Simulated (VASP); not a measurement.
Input of a VASP 6.6.1 run:

INCAR

```
SYSTEM = Ta
PREC = Accurate
ENCUT = 520
EDIFF = 1E-6
ISMEAR = 0
SIGMA = 0.15
LREAL = .False.
LASPH = .True.
NELM = 60
ALGO = Normal
ISIF = 2
LWAVE = .False.
LCHARG = .False.
GGA = PE
NBANDS = 12
```

KPOINTS

```
Automatic mesh
0
Gamma
  20 20 20
  0 0 0
```

POSCAR

```
Ta
1.0
   -1.6512800000      1.6512800000      1.6017416000
    1.6512800000     -1.6512800000      1.6017416000
    1.6512800000      1.6512800000     -1.6017416000
Ta
1
Direct
    0.0000000000      0.0000000000      0.0000000000
```

Potentials or basis: VASP PAW PBE potentials, release 64 (Ta_pv).

Launch:

```console
$ cat potpaw_PBE.64/Ta_pv/POTCAR > POTCAR
$ mpirun -np 1 vasp_std > vasp.out
```

(1) Estimate the pressure.

(2) Estimate the band gap on the k mesh.

## Answers

(1) 10.1 GPa.

(2) zero (an odd number of electrons rules out a gap without spin polarisation).

Caveat: the cell differs from its parent crystal (strain +0.000 along x and y, -0.030 along z); the cell stands under pressure; spin-orbit coupling is left out, which moves the levels of the heavy elements.
